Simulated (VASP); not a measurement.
Runs of VASP 6.6.1 on BiW (CsCl type). The structure is that of space group Pm-3m (No. 221), or close to it. The cells are those of the table. 

```tsv
task	cell	cutoff (eV)	k mesh for the DOS	occupations for the DOS	gap on the mesh (eV)	pressure (GPa)
single point	a = 3.258 Å, 2 atoms	520	-	-	none	24.0
single point	a = 2.996 Å, 2 atoms	520	-	-	none	(a)
relaxation of cell and atoms	relaxed from a = 3.403 Å, 2 atoms	600	-	-	none	0.0
single point	a = 2.678 Å, 2 atoms	520	-	-	none	(b)
single point	a = 2.846 Å, 2 atoms	520	-	-	none	291.7
single point	a = 3.375 Å, 2 atoms	520	-	-	none	0.6
```

Alike in all rows: level LDA; potentials or basis VASP PAW LDA potentials, release 64 (W_sv, Bi_d); no spin polarisation; k mesh 11 × 11 × 11; smearing fermi-dirac 0.1 eV.

Question: Fill in the values left out.

Answer: (a) 143.4; (b) 597.0.

Caveats: spin-orbit coupling is left out, which moves the levels of the heavy elements.

A k mesh can miss the band edges, and the runs leave out spin-orbit coupling on Bi, W.

A gap of «none» marks levels without a gap at the run's occupations.
